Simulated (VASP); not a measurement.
**SnGe7: relaxation of cell and atoms with PBEsol**

The system is SnGe7.

```xyz
8
Lattice="6.0307 0.0000 0.0000 0.0000 -6.0307 0.0000 0.0000 0.0000 -6.0307" Properties=species:S:1:pos:R:3 pbc="T T T"
Ge    0.0000   -3.0153   -3.0153
Ge    3.0153    0.0000   -3.0153
Ge    3.0153   -3.0153    0.0000
Ge    0.0000    0.0000    0.0000
Ge    1.5077   -1.5077   -1.5077
Ge    4.5230   -4.5230   -1.5077
Ge    4.5230   -1.5077   -4.5230
Sn    1.5077   -4.5230   -4.5230
```

* Program: VASP 6.6.1
* Task: relaxation of cell and atoms
* Functional: PBEsol
* Potentials or basis: VASP PAW PBE potentials, release 64 (Ge_d, Sn_d)
* Cutoff: 600 eV
* k mesh: 6 × 6 × 6
* Occupations: gaussian, width 0.1 eV
* Spin: no spin polarisation
* Dipole correction: no
* Further INCAR settings: ALGO = Normal; EDIFF = 1e-06; IBRION = 2; EDIFFG = -0.005; NSW = 100; ISIF = 3

- Relaxed volume: 24.25 Å³/atom
- Relaxed cell: a = 5.789 Å, b = 5.789 Å, c = 5.789 Å, α = 90.00°, β = 90.00°, γ = 90.00°
- Space group after relaxing (to 0.1 Å): P-43m (No. 215)
- Energy gained by relaxing: 81.9 meV/atom
- Ionic steps: 21
- Pressure after relaxing: 0.0 GPa
- Band gap on the k mesh: zero (bands 56 and 57 overlap by 0.21 eV)

Step by step:
| step | energy change (eV) | largest force (eV/Å) | pressure (GPa) | volume (Å³) |
| --- | --- | --- | --- | --- |
| 1 | 0.0000 | 0.9430 | -5.37 | 219.33 |
| 2 | -0.5958 | 0.6389 | 1.20 | 191.44 |
| 3 | -0.5970 | 0.6597 | 0.63 | 192.71 |
| 4 | -0.5969 | 0.6476 | 0.76 | 192.20 |
| 5 | -0.6530 | 0.1113 | 0.34 | 193.16 |
| 6 | -0.6551 | 0.0066 | 0.27 | 193.38 |
| 7 | -0.6551 | 0.0186 | 0.13 | 193.41 |
| 8 | -0.6555 | 0.0059 | 0.08 | 193.99 |
| 9 | -0.6542 | 0.0150 | -0.30 | 195.17 |
| 10 | -0.6555 | 0.0051 | -0.10 | 194.23 |
| 11 | -0.6555 | 0.0098 | -0.05 | 194.10 |
| 12 | -0.6555 | 0.0094 | 0.09 | 194.06 |
| 13 | -0.6555 | 0.0041 | -0.08 | 194.09 |
| 14 | -0.6554 | 0.0045 | 0.13 | 193.70 |
| 15 | -0.6555 | 0.0060 | 0.05 | 193.98 |
| 16 | -0.6556 | 0.0075 | 0.02 | 194.02 |
| 17 | -0.6556 | 0.0065 | -0.06 | 194.04 |
| 18 | -0.6556 | 0.0039 | 0.05 | 194.02 |
| 19 | -0.6556 | 0.0059 | -0.04 | 194.03 |
| 20 | -0.6556 | 0.0047 | -0.04 | 194.03 |
| 21 | -0.6556 | 0.0042 | -0.01 | 194.02 |

Final structure:
```
Ge Sn
1.0
     5.78920    0.00000    0.00000
     0.00000   -5.78920    0.00000
     0.00000    0.00000   -5.78920
Ge Sn
7 1
Cartesian
  5.7399 -2.8453 -2.8453
  2.9439 -0.0493 -2.8453
  2.9439 -2.8453 -0.0493
  5.7399 -0.0493 -0.0493
  1.4473 -1.4473 -1.4473
  4.3419 -4.3419 -1.4473
  4.3419 -1.4473 -4.3419
  1.4473 -4.3419 -4.3419
```

Levels at points of the mesh, in eV from the Fermi level:
```
           k point  band 54  band 55  band 56  band 57  band 58  band 59
(0.00, 0.00, 0.00)    -0.48     0.07     0.07     0.07     0.66     0.66
(0.50, 0.00, 0.00)    -2.10    -1.70    -1.70     0.92     1.00     2.38
(0.50, 0.50, 0.00)    -1.46    -1.20    -1.20     1.57     1.57     2.03
(0.50, 0.50, 0.50)    -0.98    -0.98    -0.98    -0.14    -0.14    -0.14
```

It took 29 min on 1 thread of Intel(R) Xeon(R) 6975P-C (Granite Rapids) (shared host), peak memory 0.53 GiB.

Caveat: semilocal functionals underestimate gaps, and a narrow one can read as zero; the PAW data sets were made with another functional, which shifts forces and pressure a little; spin-orbit coupling is left out, which moves the levels of the heavy elements.
